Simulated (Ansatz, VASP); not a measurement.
MoS2 in VASP and in Ansatz

POSCAR

```
MoS2
1.0
    3.2541429716      0.0000000000      0.0000000000
   -1.6270709817      2.8181697955      0.0000000000
    0.0000000000      0.0000000000      6.2712899739
Mo S
1 2
Direct
    0.0000000000      0.0000000000      0.5000000000
    0.3333333333      0.6666666667      0.2578236638
    0.6666666667      0.3333333333      0.7421763362
```

Contents of INCAR.step1:

```
ALGO = Normal
EDIFF = 1E-4
ENCUT = 520
GGA = PE
ISMEAR = 0
LASPH = T
LCHARG = F
LREAL = F
LWAVE = T
NBANDS = 20
NELM = 100
PREC = Accurate
SIGMA = 0.1
```

Contents of INCAR.step2:

```
ALGO = Normal
EDIFF = 1E-6
ENCUT = 520
ISIF = 2
ISMEAR = 0
ISTART = 1
LASPH = T
LCHARG = T
LELF = T
LMIXTAU = T
LREAL = F
LVHAR = T
LWAVE = F
METAGGA = R2SCAN
NBANDS = 20
NELM = 100
PREC = Accurate
SIGMA = 0.1
```

File KPOINTS:

```
k-points
0
Gamma
  4 4 2
```

Input for Ansatz:

```yaml
crystal:
  lattice:
    - [3.254142971646222, 2.1510432815751622e-17, -4.36416451343299e-18]
    - [-1.6270709816901503, 2.8181697955476865, -2.9085957689617604e-17]
    - [-4.990402893663827e-18, -5.681673104776827e-17, 6.27128997388523]
  atoms:
    - { symbol: Mo, position: [3.403659650398278e-31, -1.9591058693830448e-32, 0.4999999999999998] }
    - { symbol: S, position: [0.33333333333333365, 0.6666666666666672, 0.2578236637711349] }
    - { symbol: S, position: [0.6666666666666669, 0.3333333333333336, 0.7421763362288647] }
kpoints:
  mp_grid:
    grid: [4, 4, 2]
hamiltonian:
  xc: r2scan
scf:
  max_iter: 80
  algorithm: direct_min
  occupations:
    method: gaussian
output:
  forces: true
  stress: true
```

Alike in both runs: task single point; functional r2SCAN; k mesh 4 × 4 × 2; no spin polarisation.

|  | VASP | Ansatz |
| --- | --- | --- |
| version | VASP 6.6.1 | Ansatz 0.2.0 |
| potentials or method | VASP PAW PBE potentials, release 64 (Mo_sv, S) | plane waves, PAW |
| plane-wave cutoff (eV) | 520 | 500 |
| occupations | gaussian, width 0.1 eV | gaussian |
| valence electrons in the cell | 26 | 26 |

```tsv
	VASP	Ansatz	Ansatz less VASP
gap on the k mesh at the Fermi level (eV)	none	none	-
pressure (GPa)	0.8	0.8	-0.05
traceless stress, the component that is largest in VASP (GPa)	-1.49	-1.49	-0.007
rms of the force components (eV/Å)	0.008	0.012	+0.0038
```

VASP's potentials were made for PBE, not for r2SCAN. Atom by atom the forces differ by 0.004 eV/Å (rms over components). A gap of «none» marks a metal or a gap that the smearing closes.

The k mesh is coarse, so the values compare programs but aren't converged.
